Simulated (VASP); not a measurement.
Crystal: Mn3Sb.

```
Mn Sb
1.0
     0.00000    5.98824    5.98824
     2.99412    0.00000    2.99412
     2.99412    2.99412    0.00000
Mn Sb
6 2
Cartesian
  4.4912 4.4912 4.4912
  1.4971 1.4971 1.4971
  0.0000 0.0000 0.0000
  4.4912 7.4853 7.4853
  1.4971 4.4912 4.4912
  0.0000 2.9941 2.9941
  2.9941 2.9941 2.9941
  2.9941 5.9882 5.9882
```

Base run:

```yaml
Program: VASP 6.6.1
Functional: PBEsol
Potentials_or_basis: VASP PAW PBE potentials, release 64 (Mn_pv, Sb)
Cutoff: 520 eV
k_mesh: 3 × 6 × 6
Occupations: fermi-dirac, width 0.1 eV
Spin: collinear spin, ferromagnetic start
Starting_moments: "[3.2, 3.2, 3.2, 3.2, 3.2, 3.2, 0.0, 0.0] μB"
```

Its results: pressure -8.2 GPa; net moment 4.06 μB per cell; site moments Mn -0.48, +2.88 (each value once); Sb +0.03 μB.

Task: The run is repeated on the same cell with these changes: spin from collinear spin, ferromagnetic start to collinear spin, antiferromagnetic start; moments at the start from [3.2, 3.2, 3.2, 3.2, 3.2, 3.2, 0.0, 0.0] to [3.2, 3.2, 3.2, -3.2, -3.2, -3.2, 0.0, 0. What comes out?

Result: Pressure -9.5 GPa; net moment 0.00 μB per cell; site moments Mn +0.29, -0.29, +2.68, -2.68 (each value once); Sb -0.00, +0.00 μB.

Caveats: the cell stands under tension; the PAW data sets were made with another functional, which shifts forces and pressure a little; the run started ferromagnetic, and an antiferromagnetic order may lie lower in energy (at least some runs); the antiferromagnetic order is the one typed at the start, and another may lie lower (at least some runs).
